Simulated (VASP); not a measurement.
**CeO2: single point with PBE**

CeO2:

```xyz
3
Lattice="0.0000 2.7855 2.7855 2.7855 0.0000 2.7855 2.7855 2.7855 0.0000" Properties=species:S:1:pos:R:3 pbc="T T T"
Ce    0.0000    0.0000    0.0000
O     1.3928    1.3928    1.3928
O     4.1783    4.1783    4.1783
```

```
Program                : VASP 6.6.1
Task                   : single point
Functional             : PBE
Potentials or basis    : VASP PAW PBE potentials, release 64 (Ce, O)
Cutoff                 : 520 eV
k mesh                 : 10 × 10 × 10
Occupations            : gaussian, width 0.02 eV
Spin                   : no spin polarisation
Dipole correction      : no
Further INCAR settings : ALGO = Normal; EDIFF = 1e-06; NBANDS = 19
```

The pressure is -8.9 GPa and the band gap on the k mesh is 1.72 eV (least direct gap 1.78 eV).

Levels at points of the mesh, in eV from the valence-band top:
| k point | band 10 | band 11 | band 12 | band 13 | band 14 | band 15 |
| --- | --- | --- | --- | --- | --- | --- |
| (0.00, 0.00, 0.00) | -0.47 | -0.47 | -0.47 | 1.98 | 1.98 | 1.98 |
| (0.50, 0.00, 0.00) | -1.09 | -0.71 | -0.71 | 1.72 | 1.86 | 1.86 |
| (0.50, 0.50, 0.00) | -0.60 | -0.60 | -0.47 | 1.76 | 1.82 | 1.82 |

Wall time 110 s on 1 thread of Intel Xeon 8259CL, on a shared host, peak memory 0.21 GiB.

Caveat: the cell stands under tension; spin-orbit coupling is left out, which moves the levels of the heavy elements; semilocal functionals describe open f shells poorly, which spoils levels, moments and volumes. Spin polarisation is off, so any magnetic state and its effect on volume and gap are missing.
